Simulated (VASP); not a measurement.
# Ti (P6_3/mmc) in VASP: notebook

Ti is run at these levels: PBE; tasks: single point, relaxation of shape and atoms at fixed volume.

Everything below comes from runs of VASP 6.6.1. Logs are shortened: lines on timing, memory, paths and dates and some standing lists are left out, and cuts for length are marked.

### 1 The cell of the first run

The structure is hexagonal, space group P6_3/mmc (No. 194). The conventional cell has a = 2.939 Å, b = 2.939 Å, c = 4.650 Å, α = 90.00°, β = 90.00°, γ = 120.00°. Within 3.8 Å of Ti (site symmetry -6m2) lie 12 Ti at 2.88 to 2.94 Å.

### 2 Single point, PBE

INCAR

```
SYSTEM = Ti
ALGO     = Fast           ! electronic algorithm
EDIFF    = 1E-6           ! SCF threshold, eV
ENCUT    = 520            ! plane-wave cutoff, eV
GGA      = PE             ! functional
ISIF     = 2              ! what is computed and relaxed
ISMEAR   = 0              ! smearing method
LASPH    = .True.         ! aspherical terms in the spheres
LCHARG   = .True.         ! write CHGCAR
LELF     = .True.         ! ELF
LREAL    = .False.        ! projectors in reciprocal space
LVHAR    = .True.       
LWAVE    = .False.        ! write WAVECAR
NBANDS   = 19             ! bands
NELM     = 60             ! most SCF steps
PREC     = Accurate       ! precision mode
SIGMA    = 0.1            ! smearing width, eV
```

KPOINTS

```
k-points
0
Gamma
  18 18 10
  0 0 0
```

POSCAR

```
Ti
1.0
    2.9385821063      0.0000000000      0.0000000000
   -1.4692910532      2.5448867552      0.0000000000
    0.0000000000      0.0000000000      4.6504271807
Ti
2
Direct
    0.3333333333      0.6666666667      0.2500000000
    0.6666666667      0.3333333333      0.7500000000
```

Potentials or basis: VASP PAW PBE potentials, release 64 (Ti_sv).

On the command line:

```sh
> cat potpaw_PBE.64/Ti_sv/POTCAR > POTCAR
> mpirun -np 1 vasp_std > vasp.out
```

OUTCAR:

```text
SYSTEM = Ti
   EDIFF = 1E-6
   ENCUT = 520
   GGA = PE
   ISIF = 2
   ISMEAR = 0
   LASPH = .True.
   LREAL = .False.
   NELM = 60
   PREC = Accurate

 ion  position               nearest neighbor table
   1  0.333  0.667  0.250-   2 2.88   2 2.88   2 2.88   2 2.88   2 2.88   2 2.88
   2  0.667  0.333  0.750-   1 2.88   1 2.88   1 2.88   1 2.88   1 2.88   1 2.88

  LATTYP: Found a hexagonal cell.
 ALAT       =     2.9385821063
 C/A-ratio  =     1.5825411755

  Lattice vectors:

 A1 = (   2.9385821063,   0.0000000000,   0.0000000000)
 A2 = (  -1.4692910532,   2.5448867552,   0.0000000000)
 A3 = (   0.0000000000,   0.0000000000,   4.6504271807)

Analysis of symmetry for initial positions (statically):
=====================================================================
 Subroutine PRICEL returns:
 Original cell was already a primitive cell.

 Routine SETGRP: Setting up the symmetry group for a
 hexagonal supercell.

 Subroutine GETGRP returns: Found 24 space group operations
 (whereof 12 operations were pure point group operations)
 out of a pool of 24 trial point group operations.

The static configuration has the point symmetry D_3d.
 The point group associated with its full space group is D_6h.

Analysis of symmetry for dynamics (positions and initial velocities):
=====================================================================
 Subroutine PRICEL returns:
 Original cell was already a primitive cell.

 Routine SETGRP: Setting up the symmetry group for a
 hexagonal supercell.

 Subroutine GETGRP returns: Found 24 space group operations
 (whereof 12 operations were pure point group operations)
 out of a pool of 24 trial point group operations.

The dynamic configuration has the point symmetry D_3d.
 The point group associated with its full space group is D_6h.

 Subroutine INISYM returns: Found 24 space group operations
 (whereof 12 operations are pure point group operations),
 and found     1 'primitive' translations

----------------------------------------------------------------------------------------

                                     Primitive cell

  volume of cell :      34.7776

  direct lattice vectors                    reciprocal lattice vectors
     2.938582106  0.000000000  0.000000000     0.340300173  0.196472397  0.000000000
    -1.469291053  2.544886755  0.000000000     0.000000000  0.392944793  0.000000000
     0.000000000  0.000000000  4.650427181     0.000000000  0.000000000  0.215034009

  length of vectors
     2.938582106  2.938582106  4.650427181     0.392944793  0.392944793  0.215034009

  position of ions in fractional coordinates (direct lattice)
     0.333333333  0.666666667  0.250000000
     0.666666667  0.333333333  0.750000000

  ion indices of the primitive-cell ions
   primitive index   ion index
                 1           1
                 2           2

----------------------------------------------------------------------------------------

 KPOINTS: k-points

Automatic generation of k-mesh.
 Grid dimensions read from file:
 generate k-points for:   18   18   10

 Generating k-lattice:

  Cartesian coordinates                     Fractional coordinates (reciprocal lattice)
     0.018905565  0.010915133  0.000000000     0.055555556  0.000000000  0.000000000
     0.000000000  0.021830266  0.000000000     0.000000000  0.055555556  0.000000000
     0.000000000  0.000000000  0.021503401     0.000000000  0.000000000  0.100000000

  Length of vectors
     0.021830266  0.021830266  0.021503401

  Shift w.r.t. Gamma in fractional coordinates (k-lattice)
     0.000000000  0.000000000  0.000000000

 Subroutine IBZKPT returns following result:
 ===========================================

 Found    222 irreducible k-points:

 Following reciprocal coordinates:
            Coordinates               Weight
  0.000000  0.000000  0.000000      1.000000
  0.055556  0.000000  0.000000      6.000000
  0.111111  0.000000  0.000000      6.000000
  0.166667  0.000000  0.000000      6.000000
  0.222222  0.000000  0.000000      6.000000
  0.277778  0.000000  0.000000      6.000000
[... 16 lines left out ...]
  0.333333  0.111111  0.000000     12.000000
  0.388889  0.111111  0.000000     12.000000
 [... further k-points ...]
   k-points           NKPTS =    222   k-points in BZ     NKDIM =    222   number of bands    NBANDS=     19
   number of dos      NEDOS =    301   number of ions     NIONS =      2
   total plane-waves  NPLWV =  20736
   dimension x,y,z NGX =    24 NGY =   24 NGZ =   36
   dimension x,y,z NGXF=    48 NGYF=   48 NGZF=   72
   ions per type =               2
   NGX,Y,Z   is equivalent  to a cutoff of  13.58, 13.58, 12.87 a.u.
   NGXF,Y,Z  is equivalent  to a cutoff of  27.16, 27.16, 25.74 a.u.
 SYSTEM =  Ti
   PREC   = accura    normal or accurate (medium, high low for compatibility)
   ISTART =      0    job   : 0-new  1-cont  2-samecut
   ICHARG =      2    charge: 1-file 2-atom 10-const
   ISPIN  =      1    spin polarized calculation?
   LNONCOLLINEAR =      F non collinear calculations
   LSORBIT =      F    spin-orbit coupling
   LASPH  =      T    aspherical Exc in radial PAW
   ENCUT  =  520.0 eV  38.22 Ry    6.18 a.u.   5.46  5.46  8.65*2*pi/ulx,y,z
   NELM   =     60;   NELMIN=  2; NELMDL= -5     # of ELM steps
   EDIFF  = 0.1E-05   stopping-criterion for ELM
   LREAL  =      F    real-space projection
   EDIFFG = 0.1E-04   stopping-criterion for IOM
   NSW    =      0    number of steps for IOM
   IBRION =     -1    ionic relax: 0-MD 1-quasi-New 2-CG
   NFREE  =      0    steps in history (QN), initial steepest desc. (CG)
   ISIF   =      2    stress and relaxation
   ISYM   =      2    0-nonsym 1-usesym 2-fastsym
   POTIM  = 0.5000    time-step for ionic-motion
   TEBEG  =    0.0;   TEEND  =   0.0 temperature during run
   PSTRESS=    0.0 pullay stress
   NELECT =      24.0000    total number of electrons
   NUPDOWN=      -1.0000    fix difference up-down
   EMIN   =  10.00;   EMAX   =-10.00  energy-range for DOS
   EFERMI =   0.00;   METHOD = LEGACY
   ISMEAR =     0;   SIGMA  =   0.10  broadening in eV -4-tet -1-fermi 0-gaus
   EFERMI_NEDOS =   21; number of points for ismear=-14 and -15
   IALGO  =     68    algorithm
   IMIX   =      4    mixing-type and parameters
     AMIX     =   0.40;   BMIX     =  1.00
     AMIX_MAG =   1.60;   BMIX_MAG =  1.00
  volume/ion in A,a.u.               =      17.39       117.35
  Fermi-wavevector in a.u.,A,eV,Ry     =   1.446701  2.733869 28.476240  2.092945
  Thomas-Fermi vector in A             =   2.564740
   LORBIT       =      0    0 simple, 1 ext, 2 COOP (PROOUT), +10 PAW based schemes
   GGA     = PE    functional components
   LHFCALC =     F    Hartree Fock is set to
   AEXX    =    0.0000 exact exchange contribution
   IVDW    =     0    specifies the selected vdW correction
   LEPSILON=     F    determine dielectric tensor
   LRPA    =     F    only Hartree local field effects (RPA)
 non-spin polarized calculation
 RMM-DIIS sequential band-by-band and
 Gauss-broadening in eV      SIGMA  =   0.10
  energy-cutoff  :      520.00
  volume of cell :       34.78
 maximum number of plane-waves:       965
 NGX is ok and might be reduce to    24
   NGX = 11   NGY = 11   NGZ = 17

 number of electron      24.0000002 magnetization

 Free energy of the ion-electron system (eV)
  ---------------------------------------------------
  ext. energy  EPLUGINS =         0.00000000
  ---------------------------------------------------
  free energy    TOTEN  =       -15.67725654 eV

  energy without entropy =      -15.66783589  energy(sigma->0) =      -15.67254622

 E-fermi :   8.3341     XC(G=0): -11.4923

 val. band max:        8.3247167695   @ k =   0.1667   0.0000   0.1000
 cond. band min:       8.3495477040   @ k =   0.0556   0.0000   0.5000
 fundamental gap:      0.0248309344
 Fermi energy:         8.3340552139

 k-point     1 :       0.0000    0.0000    0.0000
  band No.  band energies     occupation
      1     -48.5410      2.00000
      2     -48.4046      2.00000
      3     -25.1287      2.00000
      4     -24.4869      2.00000
      5     -24.4869      2.00000
      6     -24.4225      2.00000
[... 11 lines left out ...]
     18       9.9395      0.00000
     19      11.4683      0.00000

 k-point     2 :       0.0556    0.0000    0.0000
  band No.  band energies     occupation
      1     -48.5380      2.00000
      2     -48.4034      2.00000
      3     -25.1219      2.00000
      4     -24.5008      2.00000
      5     -24.4916      2.00000
      6     -24.4254      2.00000
[... 11 lines left out ...]
     18       9.8903      0.00000
     19      11.4951      0.00000

 k-point     3 :       0.1111    0.0000    0.0000
  band No.  band energies     occupation
      1     -48.5292      2.00000
      2     -48.4000      2.00000
      3     -25.1020      2.00000
      4     -24.5408      2.00000
      5     -24.5049      2.00000
      6     -24.4421      2.00000
[... 11 lines left out ...]
     18       9.8082      0.00000
     19      11.5623      0.00000

 k-point     4 :       0.1667    0.0000    0.0000
  band No.  band energies     occupation
      1     -48.5154      2.00000
      2     -48.3951      2.00000
      3     -25.0702      2.00000
      4     -24.6026      2.00000
      5     -24.5246      2.00000
      6     -24.5043      2.00000
[... 11 lines left out ...]
     18      10.0613      0.00000
     19      11.6447      0.00000

 k-point     5 :       0.2222    0.0000    0.0000
  band No.  band energies     occupation
      1     -48.4980      2.00000
      2     -48.3895      2.00000
      3     -25.0287      2.00000
      4     -24.6789      2.00000
      5     -24.5789      2.00000
      6     -24.5481      2.00000
[... 11 lines left out ...]
     18      10.3885      0.00000
     19      11.7226      0.00000

 k-point     6 :       0.2778    0.0000    0.0000
  band No.  band energies     occupation
      1     -48.4786      2.00000
      2     -48.3844      2.00000
      3     -24.9803      2.00000
      4     -24.7606      2.00000
      5     -24.6562      2.00000
      6     -24.5725      2.00000
[... 11 lines left out ...]
     18      10.7618      0.00000
     19      11.7865      0.00000

 k-point     7 :       0.3333   -0.0000    0.0000
  band No.  band energies     occupation
      1     -48.4592      2.00000
      2     -48.3807      2.00000
      3     -24.9287      2.00000
      4     -24.8377      2.00000
      5     -24.7271      2.00000
      6     -24.5949      2.00000
[... 11 lines left out ...]
     18      11.1460      0.00000
     19      11.8336      0.00000

 k-point     8 :       0.3889    0.0000    0.0000
  band No.  band energies     occupation
      1     -48.4418      2.00000
      2     -48.3792      2.00000
      3     -24.9006      2.00000
      4     -24.8790      2.00000
      5     -24.7838      2.00000
      6     -24.6129      2.00000
[... 256 lines left out ...]
 k-point    20 :       0.1667    0.1111    0.0000
  band No.  band energies     occupation
      1     -48.4910      2.00000
      2     -48.3875      2.00000
      3     -25.0116      2.00000
      4     -24.6832      2.00000
      5     -24.6413      2.00000
      6     -24.5317      2.00000
[... 11 lines left out ...]
     18      10.6672      0.00000
     19      11.6957      0.00000

 k-point    21 :       0.2222    0.1111    0.0000
  band No.  band energies     occupation
      1     -48.4724      2.00000
      2     -48.3830      2.00000
      3     -24.9644      2.00000
      4     -24.7572      2.00000
      5     -24.6965      2.00000
      6     -24.5688      2.00000
[... 11 lines left out ...]
     18      11.0984      0.00000
     19      11.7362      0.00000

 k-point    22 :       0.2778    0.1111    0.0000
  band No.  band energies     occupation
      1     -48.4538      2.00000
      2     -48.3800      2.00000
      3     -24.9138      2.00000
      4     -24.8292      2.00000
      5     -24.7449      2.00000
      6     -24.6043      2.00000
[... 11 lines left out ...]
     18      11.5634      0.00000
     19      11.7674      0.00000

 k-point    23 :       0.3333    0.1111    0.0000
  band No.  band energies     occupation
      1     -48.4370      2.00000
      2     -48.3790      2.00000
      3     -24.8881      2.00000
      4     -24.8647      2.00000
      5     -24.7838      2.00000
      6     -24.6331      2.00000
[... 11 lines left out ...]
     18      11.7883      0.00000
     19      12.0444      0.00000

 k-point    24 :       0.3889    0.1111    0.0000
  band No.  band energies     occupation
      1     -48.4245      2.00000
      2     -48.3798      2.00000
      3     -24.9263      2.00000
      4     -24.8250      2.00000
      5     -24.8091      2.00000
      6     -24.6516      2.00000
[... 11 lines left out ...]
     18      11.7999      0.00000
     19      12.5308      0.00000

 [... further k-points ...]

------------------------ aborting loop because EDIFF is reached ----------------------------------------

  FORCE on cell =-STRESS in cart. coord.  units (eV):
  Direction    XX          YY          ZZ          XY          YZ          ZX
  --------------------------------------------------------------------------------------
  -------------------------------------------------------------------------------------
  Total       -0.1372320     -0.1372320     -0.1452229      0.0000000     -0.0000000     -0.0000000
  in kB       -6.3221807     -6.3221807     -6.6903134      0.0000000     -0.0000000     -0.0000000
  external PRESSURE =      -6.4448916 kB  Pullay stress =       0.0000000 kB

 VOLUME and BASIS-vectors are now :
 -----------------------------------------------------------------------------
  energy-cutoff  :      520.00
  volume of cell :       34.78
      direct lattice vectors                 reciprocal lattice vectors
     2.938582106  0.000000000  0.000000000     0.340300173  0.196472397  0.000000000
    -1.469291053  2.544886755  0.000000000     0.000000000  0.392944793  0.000000000
     0.000000000  0.000000000  4.650427181     0.000000000  0.000000000  0.215034009

 POSITION                                       TOTAL-FORCE (eV/Angst)
 -----------------------------------------------------------------------------------
     -0.00000      1.69659      1.16261        -0.000000      0.000000      0.000000
      1.46929      0.84830      3.48782         0.000000     -0.000000      0.000000
 -----------------------------------------------------------------------------------
    total drift:                               -0.000000      0.000000     -0.000000

  FREE ENERGIE OF THE ION-ELECTRON SYSTEM (eV)
  ---------------------------------------------------
  free  energy   TOTEN  =       -15.6772565446 eV

  energy  without entropy=      -15.6678358885  energy(sigma->0) =      -15.67254622
```

It took 7.2 min on 1 thread of Intel Xeon Platinum 8175M at 2.50GHz (Skylake/Cascade Lake), shared host; peak memory 0.24 GiB.

Results:

| Quantity | Value |
| --- | --- |
| Free energy | -15.6773 eV |
| Pressure | -0.6 GPa |
| Band gap on the k mesh | zero (band 12 reaches 9.10 eV, above the bottom of band 13 at 8.00 eV) |

### 3 Single point, PBE

INCAR

```
SYSTEM = Ti
  PREC = Accurate
  ENCUT = 520
  EDIFF = 1E-7
  ISMEAR = 0
  SIGMA = 0.1
  LREAL = .False.
  LASPH = .True.
  NELM = 80
  ALGO = Normal
  ISIF = 2
  LWAVE = .False.
  LCHARG = .False.
  GGA = PE
  NBANDS = 19
```

KPOINTS

```
Automatic mesh
0
Gamma
  12 12 8
  0 0 0
```

POSCAR

```
Ti
1.0
    2.9385821062      0.0000000000      0.0000000000
   -1.4692910531      2.5448867551      0.0000000000
    0.0000000000      0.0000000000      4.6504271808
Ti
2
Direct
    0.3333333333      0.6666666667      0.2500000000
    0.6666666667      0.3333333333      0.7500000000
```

Potentials or basis: VASP PAW PBE potentials, release 64 (Ti_sv).

On the command line:

```sh
> cat potpaw_PBE.64/Ti_sv/POTCAR > POTCAR
> mpirun -np 1 vasp_std > vasp.out
```

It took 21 s on 1 thread of Intel Xeon 6975P-C (Granite Rapids), shared host; peak memory 0.18 GiB.

It converged, with:

| Property | Result |
| --- | --- |
| Free energy | -15.6768 eV |
| Pressure | -0.2 GPa |
| Band gap on the k mesh | zero (band 12 reaches 9.10 eV, above the bottom of band 13 at 8.10 eV) |

Stress tensor (GPa, compression positive):
```
-0.30  0.00  0.00
 0.00 -0.30  0.00
 0.00  0.00 -0.14
```

Levels at points of the mesh, in eV from the Fermi level:
```csv
k point,band 8,band 9,band 10,band 11,band 12,band 13,band 14,band 15,band 16,band 17
"(0.00, 0.00, 0.00)",-32.73,-6.23,-2.70,0.75,0.75,0.76,0.87,1.25,1.25,1.60
"(0.50, 0.00, 0.00)",-32.80,-2.36,-2.17,-1.86,-0.65,0.46,0.61,1.16,3.31,3.54
"(0.00, 0.00, 0.50)",-32.78,-4.37,-4.37,0.07,0.07,0.66,0.66,0.66,0.66,2.78
"(0.50, 0.00, 0.50)",-32.89,-2.56,-2.56,-0.83,-0.83,1.30,1.30,1.71,1.71,3.45
```

### 4 Relaxation of shape and atoms at fixed volume, PBE (volume scaled by 0.88)

INCAR

```
PREC = Accurate
ENCUT = 600
EDIFF = 1E-7
ISMEAR = 0
SIGMA = 0.1
LREAL = False
LASPH = True
NELM = 80
ALGO = Fast
ISIF = 4
LWAVE = False
LCHARG = False
GGA = PE
IBRION = 2
NSW = 50
EDIFFG = -0.01
```

KPOINTS

```
regular mesh
0
Gamma
  18 18 10
```

POSCAR

```
Ti
1.0
    2.8145413066      0.0000000000      0.0000000000
   -1.4072706533      2.4374642715      0.0000000000
    0.0000000000      0.0000000000      4.4610380376
Ti
2
Direct
    0.3333333333      0.6666666667      0.2500000000
    0.6666666667      0.3333333333      0.7500000000
```

On the command line:

```sh
> cat potpaw_PBE.64/Ti_sv/POTCAR > POTCAR
> mpirun -np 1 vasp_std > vasp.out
```

Run time: 5.8 min. Hardware: 1 thread of Intel Xeon 6975P-C, shared host; peak memory 0.25 GiB.

It converged, with:

```yaml
Free_energy: -15.4726 eV
Energy_gained_by_relaxing: 0.0 meV/atom
Ionic_steps: 2
Pressure_after_relaxing: 17.4 GPa
Band_gap_on_the_k_mesh: zero (band 12 reaches 10.65 eV, above the bottom of band 13 at 9.44 eV)
```

Stress tensor (GPa, compression positive):
```
17.37  0.00  0.00
 0.00 17.37  0.00
 0.00  0.00 17.47
```

Final structure:
```
Ti
1.0
     2.81342    0.00000    0.00000
    -1.40671    2.43650    0.00000
     0.00000    0.00000    4.46459
Ti
2
Direct
  0.33333 0.66667 0.25000
  0.66667 0.33333 0.75000
```

Levels at points of the mesh, in eV from the Fermi level:
```tsv
k point	band 10	band 11	band 12	band 13	band 14	band 15
(0.00, 0.00, 0.00)	-3.03	0.83	0.83	0.96	1.15	1.42
(0.50, 0.00, 0.00)	-2.52	-2.21	-0.46	0.49	0.74	1.36
(0.00, 0.00, 0.50)	-4.46	0.07	0.07	0.72	0.72	0.72
(0.50, 0.00, 0.50)	-2.91	-1.00	-1.00	1.72	1.72	1.97
```

### 5 Summary

```csv
task,cell,k mesh,cutoff (eV),gap on the mesh (eV),pressure (GPa)
single point,"a = 2.939, b = 2.939, c = 4.650 Å, angles 90.0, 90.0, 120.0°, 2 atoms",18 × 18 × 10,520,none,-0.6
single point,"a = 2.939, b = 2.939, c = 4.650 Å, angles 90.0, 90.0, 120.0°, 2 atoms",12 × 12 × 8,520,none,-0.2
relaxation of shape and atoms at fixed volume,"relaxed from a = 2.815, b = 2.815, c = 4.461 Å, angles 90.0, 90.0, 120.0°, 2 atoms",18 × 18 × 10,600,none,17.4
```

Alike in all rows: level PBE; potentials or basis VASP PAW PBE potentials, release 64 (Ti_sv); no spin polarisation; smearing gaussian 0.1 eV.

Absolute energies hang on the potentials; compare differences alone.
